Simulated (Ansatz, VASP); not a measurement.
K: VASP beside Ansatz

```
CELL_PARAMETERS angstrom
-2.52419 2.52419 2.52419
2.52419 -2.52419 2.52419
2.52419 2.52419 -2.52419
ATOMIC_POSITIONS crystal
K 0.00000 0.00000 0.00000
```

Alike in both runs: task single point; functional LDA; k mesh 9 × 9 × 9; occupations methfessel-paxton of order 1, width 0.01 eV; no spin polarisation.

|  | VASP | Ansatz |
| --- | --- | --- |
| version | VASP 6.6.1 | Ansatz 0.2.0 |
| potentials or method | VASP PAW LDA potentials, release 64 (K_sv), cutoff 520 eV | plane waves (420 eV) with PAW, scalar-relativistic |
| valence electrons in the cell | 9 | 9 |

|  | VASP | Ansatz | Ansatz less VASP |
| --- | --- | --- | --- |
| pressure (GPa) | 0.0 | 0.0 | +0.02 |

Ansatz warns that its potentials were made for another functional, while VASP's fit it. LDA's correlation is that of Perdew and Zunger in VASP and of Perdew and Wang (1992) in Ansatz.
